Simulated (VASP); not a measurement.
# BP (F-43m) in VASP: notebook, part 2 of 3

VASP 6.6.1. The steps go on from the part before.

### 4 G0W0 quasiparticle levels, PBE

POSCAR

```
BP
1.0
    0.0000000000      2.2690000000      2.2690000000
    2.2690000000      0.0000000000      2.2690000000
    2.2690000000      2.2690000000      0.0000000000
B P
1 1
Direct
    0.0000000000      0.0000000000      0.0000000000
    0.2500000000      0.2500000000      0.2500000000
```

INCAR.step1

```
SYSTEM = BP
PREC = Accurate
ENCUT = 500
EDIFF = 1E-8
ISMEAR = 0
SIGMA = 0.01
LREAL = .False.
LASPH = .True.
NELM = 100
ALGO = Normal
LWAVE = .True.
LCHARG = .False.
GGA = PE
```

INCAR.step2

```
SYSTEM = BP
PREC = Accurate
ENCUT = 500
EDIFF = 1E-8
ISMEAR = 0
SIGMA = 0.01
LREAL = .False.
LASPH = .True.
NELM = 1
ALGO = Exact
LWAVE = .True.
LCHARG = .False.
GGA = PE
NBANDS = 457
LOPTICS = .True.
ISTART = 1
```

INCAR.step3

```
SYSTEM = BP
PREC = Accurate
ENCUT = 500
EDIFF = 1E-8
ISMEAR = 0
SIGMA = 0.01
LREAL = .False.
LASPH = .True.
ALGO = EVGW0
LWAVE = .False.
LCHARG = .False.
GGA = PE
NELMGW = 1
NBANDS = 457
ENCUTGW = 200
NOMEGA = 48
PRECFOCK = Fast
ISTART = 1
NBANDSGW = 12
```

KPOINTS

```
Automatic mesh
0
Gamma
  2 2 2
  0 0 0
```

Potentials or basis: VASP PAW PBE potentials, release 64 (B_GW, P_GW).

On the command line:

```bash
$ cat potpaw_PBE.64/B_GW/POTCAR potpaw_PBE.64/P_GW/POTCAR > POTCAR
$ cp INCAR.step1 INCAR
$ mpirun -np 1 vasp_std > vasp.out
$ cp INCAR.step2 INCAR
$ mpirun -np 1 vasp_std > vasp.out
$ cp INCAR.step3 INCAR
$ mpirun -np 1 vasp_std > vasp.out
```

OUTCAR:

```text
SYSTEM = BP
   PREC = Accurate
   ENCUT = 500
   EDIFF = 1E-8
   ISMEAR = 0
   LREAL = .False.
   LASPH = .True.
   GGA = PE
   NELMGW = 1
   ENCUTGW = 200
   PRECFOCK = Fast
   ISTART = 1

 ion  position               nearest neighbor table
   1  0.000  0.000  0.000-   2 1.97   2 1.97   2 1.97   2 1.97
   2  0.250  0.250  0.250-   1 1.97   1 1.97   1 1.97   1 1.97

  LATTYP: Found a face centered cubic cell.
 ALAT       =     4.5380000000

  Lattice vectors:

 A1 = (   0.0000000000,   2.2690000000,   2.2690000000)
 A2 = (   2.2690000000,   0.0000000000,   2.2690000000)
 A3 = (   2.2690000000,   2.2690000000,   0.0000000000)

Analysis of symmetry for initial positions (statically):
=====================================================================
[... 144 lines left out ...]
   ENCUTLF             =  -1.0    cutoff for local field effects
   NELMGW              =     1    number of iterations in solving QP/BSE equation
   NELMHF              =     1    number of iterations in the inner HF iteration
   NKREDLFX            =     1    NKREDLFY  =   1   NKREDLFZ  =   1
 non-spin polarized calculation
 Gauss-broadening in eV      SIGMA  =   0.01
  energy-cutoff  :      500.00
  volume of cell :       23.36
 maximum number of plane-waves:       609
 NGX is ok and might be reduce to    24
  NGX = 14; NGY = 14; NGZ = 14
   NGX = 11   NGY = 11   NGZ = 11
 maximum number of plane-waves:       169

 QP shifts <psi_nk| G(iteration)W_0 |psi_nk>: iteration 1
 for sc-GW calculations column KS-energies equals QP-energies in previous step
 and V_xc(KS)=  KS-energies - (<T + V_ion + V_H > + <T+V_H+V_ion>^1  + <V_x>^1)

 k-point   1 :       0.0000    0.0000    0.0000
  band No.  KS-energies  QP-energies   sigma(KS)   V_xc(KS)     V^pw_x(r,r')   Z            occupation Imag(sigma)

      1      -8.1016      -9.2202     -13.5313     -12.0042     -20.2185       0.7325       2.0000       1.2468
      2       7.4817       6.7038     -14.3790     -13.3950     -16.7942       0.7905       2.0000       0.0930
      3       7.4817       6.7038     -14.3790     -13.3950     -16.7942       0.7905       2.0000       0.0930
      4       7.4817       6.7038     -14.3790     -13.3950     -16.7942       0.7905       2.0000       0.0930
      5      10.7368      10.8606     -11.8480     -12.0017      -6.0463       0.8057       0.0000      -0.1265
      6      10.7368      10.8606     -11.8480     -12.0017      -6.0463       0.8057       0.0000      -0.1265
      7      10.7368      10.8606     -11.8480     -12.0017      -6.0463       0.8057       0.0000      -0.1265
      8      14.8668      14.9186     -12.6182     -12.6808      -5.3502       0.8285       0.0000      -0.3945
      9      18.8789      18.3991      -9.7510      -9.1350      -3.0251       0.7789       0.0000      -0.3635
     10      19.2954      19.5527     -11.3856     -11.7263      -4.7562       0.7551       0.0000      -0.1899
     11      19.2954      19.5527     -11.3856     -11.7263      -4.7562       0.7551       0.0000      -0.1899
     12      22.9338      22.7214      -9.9348      -9.6845      -2.5387       0.8489       0.0000      -0.8495
[... 20 lines left out ...]
      1      -3.2228      -4.2025     -13.9186     -12.6978     -18.9795       0.8026       2.0000       0.7054
      2      -1.1768      -2.2584     -13.8398     -12.3546     -18.0234       0.7283       2.0000       0.4849
      3       3.2821       2.4587     -13.5611     -12.5002     -16.6435       0.7762       2.0000       0.1684
      4       3.2821       2.4587     -13.5611     -12.5002     -16.6435       0.7762       2.0000       0.1684
      5       8.6342       8.4586     -10.8605     -10.6398      -5.3861       0.7956       0.0000      -0.0841
      6       8.9781       8.7955     -10.6743     -10.4474      -5.1543       0.8045       0.0000      -0.0941
      7      19.5330      19.9667     -12.2478     -12.8190      -4.7160       0.7591       0.0000      -0.4637
      8      19.5330      19.9667     -12.2478     -12.8190      -4.7160       0.7591       0.0000      -0.4637
      9      22.7940      23.1590     -11.8852     -12.3468      -4.1696       0.7905       0.0000      -0.5510
     10      23.7750      24.1640     -11.6052     -12.1176      -4.0134       0.7591       0.0000      -0.5731
     11      25.2378      25.4542     -12.1071     -12.3719      -4.7599       0.8175       0.0000      -0.6225
     12      25.2378      25.4542     -12.1071     -12.3719      -4.7599       0.8175       0.0000      -0.6225
```

OUTCAR.step1:

```text
SYSTEM = BP
   PREC = Accurate
   ENCUT = 500
   EDIFF = 1E-8
   ISMEAR = 0
   LREAL = .False.
   LASPH = .True.
[... 230 lines left out ...]
      0.00000      0.00000      0.00000         0.000000      0.000000      0.000000
      1.13450      1.13450      1.13450        -0.000000     -0.000000     -0.000000
 -----------------------------------------------------------------------------------
    total drift:                                0.000000      0.000000      0.000000

  FREE ENERGIE OF THE ION-ELECTRON SYSTEM (eV)
  ---------------------------------------------------
  free  energy   TOTEN  =       -10.0350791888 eV

  energy  without entropy=      -10.0350791888  energy(sigma->0) =      -10.03507919
```

It used 19 s of CPU time on 1 thread of AMD EPYC 9R45 (Zen 5) (shared host).

Results:

```yaml
Band_gap_on_the_k_mesh_mean-field_level: 1.15 eV, indirect (least direct gap 3.26 eV)
Quasiparticle_gap: 1.75 eV
Least_direct_quasiparticle_gap: 4.16 eV
```

Levels at points of the mesh, in eV from the valence-band top:
```csv
k point,band 1,band 2,band 3,band 4,band 5,band 6,band 7,band 8
"(0.00, 0.00, 0.00)",-15.58,0.00,0.00,0.00,3.26,3.26,3.26,7.39
"(0.50, 0.00, 0.00)",-12.23,-9.15,-1.79,-1.79,3.70,4.54,4.54,10.01
"(0.50, 0.50, 0.00)",-10.70,-8.66,-4.20,-4.20,1.15,1.50,12.05,12.05
```

Caveat: the k points lie up to 1.20 Å⁻¹ apart; bands, screening cutoff and mesh are small and nothing is extrapolated, so the quasiparticle values aren't converged. A k mesh can miss the band edges.

### 5 G0W0 quasiparticle levels, PBE

POSCAR is that of step 4.

INCAR.step1

```
PREC     = Accurate       # precision mode
ENCUT    = 500            # plane-wave cutoff, eV
EDIFF    = 1E-8           # SCF threshold, eV
ISMEAR   = 0              # smearing method
SIGMA    = 0.01           # smearing width, eV
LREAL    = F              # projectors in reciprocal space
LASPH    = T              # aspherical terms in the spheres
NELM     = 80             # most SCF steps
ALGO     = Normal         # electronic algorithm
LWAVE    = T              # write WAVECAR
LCHARG   = F              # write CHGCAR
GGA      = PE             # functional
```

INCAR.step2

```
PREC     = Accurate       # precision mode
ENCUT    = 500            # plane-wave cutoff, eV
EDIFF    = 1E-8           # SCF threshold, eV
ISMEAR   = 0              # smearing method
SIGMA    = 0.01           # smearing width, eV
LREAL    = F              # projectors in reciprocal space
LASPH    = T              # aspherical terms in the spheres
NELM     = 1              # most SCF steps
ALGO     = Exact          # electronic algorithm
LWAVE    = T              # write WAVECAR
LCHARG   = F              # write CHGCAR
GGA      = PE             # functional
NBANDS   = 457            # bands
LOPTICS  = T              # frequency-dependent dielectric function
ISTART   = 1
```

INCAR.step3

```
PREC     = Accurate       # precision mode
ENCUT    = 500            # plane-wave cutoff, eV
EDIFF    = 1E-8           # SCF threshold, eV
ISMEAR   = 0              # smearing method
SIGMA    = 0.01           # smearing width, eV
LREAL    = F              # projectors in reciprocal space
LASPH    = T              # aspherical terms in the spheres
ALGO     = EVGW0          # electronic algorithm
LWAVE    = F              # write WAVECAR
LCHARG   = F              # write CHGCAR
GGA      = PE             # functional
NELMGW   = 1            
NBANDS   = 457            # bands
ENCUTGW  = 200            # cutoff of the response function
NOMEGA   = 48             # frequency points
PRECFOCK = Fast         
ISTART   = 1            
NBANDSGW = 12
```

KPOINTS

```
Automatic mesh
0
Gamma
  2 2 2
```

Potentials or basis: VASP PAW PBE potentials, release 64 (B_GW, P_GW).

On the command line:

```bash
$ cat potpaw_PBE.64/B_GW/POTCAR potpaw_PBE.64/P_GW/POTCAR > POTCAR
$ cp INCAR.step1 INCAR
$ mpirun -np 1 vasp_std > vasp.out
$ cp INCAR.step2 INCAR
$ mpirun -np 1 vasp_std > vasp.out
$ cp INCAR.step3 INCAR
$ mpirun -np 1 vasp_std > vasp.out
```

OUTCAR:

```text
PREC = Accurate
   ENCUT = 500
   EDIFF = 1E-8
   ISMEAR = 0
   LREAL = F
   LASPH = T
   GGA = PE
   NELMGW = 1
   ENCUTGW = 200
   PRECFOCK = Fast
   ISTART = 1

 ion  position               nearest neighbor table
   1  0.000  0.000  0.000-   2 1.97   2 1.97   2 1.97   2 1.97
[... 179 lines left out ...]
      2       7.4817       6.7038     -14.3790     -13.3950     -16.7942       0.7905       2.0000       0.0930
      3       7.4817       6.7038     -14.3790     -13.3950     -16.7942       0.7905       2.0000       0.0930
      4       7.4817       6.7038     -14.3790     -13.3950     -16.7942       0.7905       2.0000       0.0930
      5      10.7368      10.8606     -11.8480     -12.0017      -6.0463       0.8057       0.0000      -0.1265
      6      10.7368      10.8606     -11.8480     -12.0017      -6.0463       0.8057       0.0000      -0.1265
      7      10.7368      10.8606     -11.8480     -12.0017      -6.0463       0.8057       0.0000      -0.1265
      8      14.8668      14.9186     -12.6182     -12.6808      -5.3502       0.8285       0.0000      -0.3945
      9      18.8789      18.3991      -9.7510      -9.1350      -3.0251       0.7789       0.0000      -0.3635
     10      19.2954      19.5527     -11.3856     -11.7263      -4.7562       0.7551       0.0000      -0.1899
     11      19.2954      19.5527     -11.3856     -11.7263      -4.7562       0.7551       0.0000      -0.1899
     12      22.9338      22.7214      -9.9348      -9.6845      -2.5387       0.8489       0.0000      -0.8495
[... 20 lines left out ...]
      1      -3.2228      -4.2025     -13.9186     -12.6978     -18.9795       0.8026       2.0000       0.7054
      2      -1.1768      -2.2584     -13.8398     -12.3546     -18.0234       0.7283       2.0000       0.4849
      3       3.2821       2.4587     -13.5611     -12.5002     -16.6435       0.7762       2.0000       0.1684
      4       3.2821       2.4587     -13.5611     -12.5002     -16.6435       0.7762       2.0000       0.1684
      5       8.6342       8.4586     -10.8605     -10.6398      -5.3861       0.7956       0.0000      -0.0841
      6       8.9781       8.7955     -10.6743     -10.4474      -5.1543       0.8045       0.0000      -0.0941
      7      19.5330      19.9667     -12.2478     -12.8190      -4.7160       0.7591       0.0000      -0.4637
      8      19.5330      19.9667     -12.2478     -12.8190      -4.7160       0.7591       0.0000      -0.4637
      9      22.7940      23.1590     -11.8852     -12.3468      -4.1696       0.7905       0.0000      -0.5510
     10      23.7750      24.1640     -11.6052     -12.1176      -4.0134       0.7591       0.0000      -0.5731
     11      25.2378      25.4542     -12.1071     -12.3719      -4.7599       0.8175       0.0000      -0.6225
     12      25.2378      25.4542     -12.1071     -12.3719      -4.7599       0.8175       0.0000      -0.6225
```

Wall time 41 s (1 thread of AMD EPYC 7R13, shared host); peak memory 0.17 GiB.

What came out:

| Property | Result |
| --- | --- |
| Band gap on the k mesh, mean-field level | 1.15 eV, indirect (least direct gap 3.26 eV) |
| Quasiparticle gap | 1.75 eV |
| Least direct quasiparticle gap | 4.16 eV |

Levels at points of the mesh, in eV from the valence-band top:
```
           k point  band 2  band 3  band 4  band 5  band 6  band 7
(0.00, 0.00, 0.00)    0.00    0.00    0.00    3.26    3.26    3.26
(0.50, 0.00, 0.00)   -9.15   -1.79   -1.79    3.70    4.54    4.54
(0.50, 0.50, 0.00)   -8.66   -4.20   -4.20    1.15    1.50   12.05
```

Caveat: the k points lie up to 1.20 Å⁻¹ apart; bands, screening cutoff and mesh are small and nothing is extrapolated, so the quasiparticle values aren't converged. A k mesh can miss the band edges.

(Continued in part 3 of 3.)
